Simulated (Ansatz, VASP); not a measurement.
## KI: VASP beside Ansatz

File INCAR:

```
ALGO     = Normal         # electronic algorithm
EDIFF    = 1E-7           # SCF threshold, eV
ENCUT    = 520            # plane-wave cutoff, eV
GGA      = PE             # functional
ISIF     = 2              # what is computed and relaxed
ISMEAR   = 0              # smearing method
LASPH    = T              # aspherical terms in the spheres
LCHARG   = T              # write CHGCAR
LELF     = T              # ELF
LREAL    = F              # projectors in reciprocal space
LVHAR    = T            
LWAVE    = F              # write WAVECAR
NBANDS   = 15             # bands
NELM     = 100            # most SCF steps
PREC     = Accurate       # precision mode
SIGMA    = 0.05           # smearing width, eV
```

Contents of KPOINTS:

```
k-points
0
Gamma
  6 6 6
```

File POSCAR:

```
KI
1.0
    0.0000000000      3.6350372992      3.5873258652
    3.6350372992      0.0000000000      3.5873258652
    3.6350372992      3.6350372992      0.0000000000
K I
1 1
Direct
   -0.0711393416     -0.0711393416      0.0711393416
    0.5219174889      0.5219174889      0.4780825111
```

Input for Ansatz:

```yaml
crystal:
  lattice:
    - [0.0, 3.6350372992, 3.5873258652]
    - [3.6350372992, 0.0, 3.5873258652]
    - [3.6350372992, 3.6350372992, 0.0]
  atoms:
    - { symbol: K, position: [-0.0711393416, -0.0711393416, 0.0711393416] }
    - { symbol: I, position: [0.5219174889, 0.5219174889, 0.4780825111] }
basis:
  ecutwfc: 420
kpoints:
  mp_grid: { grid: [6, 6, 6] }
hamiltonian:
  xc: pbe
scf:
  occupations: { method: gaussian, width: 0.05 }
output:
  forces: true
  stress: true
  eigenvalues: true
```

Change from the starting cell: mode 6 frozen in at -0.510 Å, equal normal strain along x and y +0.0133.

Alike in both runs: task single point; functional PBE; k mesh 6 × 6 × 6; occupations gaussian, width 0.05 eV; no spin polarisation.

```csv
,VASP,Ansatz
version,VASP 6.6.1,Ansatz 0.2.0
potentials or method,"VASP PAW PBE potentials, release 64 (K_sv, I), cutoff 520 eV","scalar-relativistic, plane waves, PAW"
valence electrons in the cell,16,26
```

```tsv
	VASP	Ansatz	Ansatz less VASP
gap on the k mesh at the Fermi level (eV)	3.86	3.87	+0.005
least direct gap on the mesh (eV)	3.86	3.87	+0.005
pressure (GPa)	1.8	1.8	-0.04
traceless stress, the component that is largest in VASP (GPa)	4.56	4.51	-0.045
rms of the force components (eV/Å)	0.847	0.838	-0.0088
```

Atom by atom the forces differ by 0.009 eV/Å (rms over components). With one functional, cell and mesh, what is left measures potentials, basis and numerics. VASP's potentials hold 16 valence electrons a cell and Ansatz's 26, so a difference there can come from the potentials and not from the codes.

Spin-orbit coupling is off throughout.
